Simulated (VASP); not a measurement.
Crystal: Si5Ge7.

```
Si Ge
1.0
    -5.58413   -5.58413    0.00000
     0.00000    5.58413    5.58413
    -5.58413    5.58413   -5.58413
Si Ge
10 14
Direct
  0.49792 0.99389 0.99693
  0.33452 0.16979 0.66442
  0.66698 0.33044 0.33156
  0.17362 0.33819 0.33537
  0.83262 0.66371 0.66528
  0.16652 0.83460 0.33253
  0.83549 0.16561 0.91853
  0.16666 0.33357 0.58173
  0.50117 0.49941 0.25258
  0.50496 0.00288 0.24910
  0.00441 0.00115 0.99950
  0.83606 0.17039 0.66690
  0.50035 0.49905 0.00172
  0.00318 0.50400 0.00261
  0.32924 0.66195 0.67033
  0.66951 0.83443 0.33628
  0.33401 0.16843 0.92001
  0.66239 0.33067 0.58280
  0.99949 0.49905 0.25263
  0.33274 0.66674 0.91406
  0.83340 0.66916 0.91686
  0.66884 0.83307 0.58185
  0.16814 0.83490 0.58819
  0.00503 0.00528 0.24892
```

```yaml
Program: VASP 6.6.1
Task: relaxation of cell and atoms
Functional: PBE
Potentials_or_basis: VASP PAW PBE potentials, release 64 (Si, Ge_d)
Cutoff: 600 eV
k_mesh: 2 × 2 × 2, shifted
Occupations: gaussian, width 0.1 eV
Spin: no spin polarisation
```

At the start: pressure 1.7 GPa; volume 21.77 Å³/atom.

Task: How do energy, volume and symmetry change on relaxing?

Result: Over 13 steps the energy falls by 16.8 meV/atom and the volume is 22.24 Å³/atom (+2.2 %); space group P1 (No. 1, to 0.1 Å) before and after.

The path:
| step | energy change (eV) | largest force (eV/Å) | pressure (GPa) | volume (Å³) |
| --- | --- | --- | --- | --- |
| 1 | 0.0000 | 1.1818 | 1.73 | 522.38 |
| 2 | -0.3423 | 0.3228 | -0.90 | 540.34 |
| 3 | -0.3428 | 0.3510 | -0.79 | 539.52 |
| 4 | -0.3893 | 0.1316 | 0.04 | 533.18 |
| 5 | -0.3894 | 0.1391 | 0.06 | 532.78 |
| 6 | -0.3962 | 0.0771 | 0.10 | 532.83 |
| 7 | -0.3972 | 0.0806 | 0.09 | 532.86 |
| 8 | -0.4002 | 0.0601 | -0.07 | 533.99 |
| 9 | -0.4003 | 0.0628 | -0.07 | 534.18 |
| 10 | -0.4022 | 0.0400 | -0.05 | 533.83 |
| 11 | -0.4028 | 0.0472 | -0.02 | 533.58 |
| 12 | -0.4029 | 0.0539 | 0.05 | 533.48 |
| 13 | -0.4041 | 0.0321 | -0.01 | 533.76 |

Final structure:
```
Si Ge
1.0
    -5.61528   -5.61449   -0.00061
    -0.00059    5.61569    5.61585
    -5.64344    5.64201   -5.64161
Si Ge
10 14
Direct
  0.50452 0.00306 0.00248
  0.33264 0.16905 0.66524
  0.66274 0.33017 0.33219
  0.17308 0.33620 0.33868
  0.83358 0.66532 0.66391
  0.17352 0.83749 0.33185
  0.82991 0.16533 0.91860
  0.16953 0.33096 0.58318
  0.49944 0.49576 0.25437
  0.49974 0.00322 0.24756
  0.00090 0.00380 0.99842
  0.83757 0.16975 0.66940
  0.50018 0.49858 0.00553
  0.99816 0.49576 0.00251
  0.33158 0.66262 0.66651
  0.66463 0.83288 0.33048
  0.33790 0.16557 0.91299
  0.66354 0.33360 0.58027
  0.00111 0.50002 0.25654
  0.33617 0.67058 0.92007
  0.83359 0.66647 0.91327
  0.66923 0.83224 0.58401
  0.16656 0.83703 0.58070
  0.00744 0.00491 0.25189
```
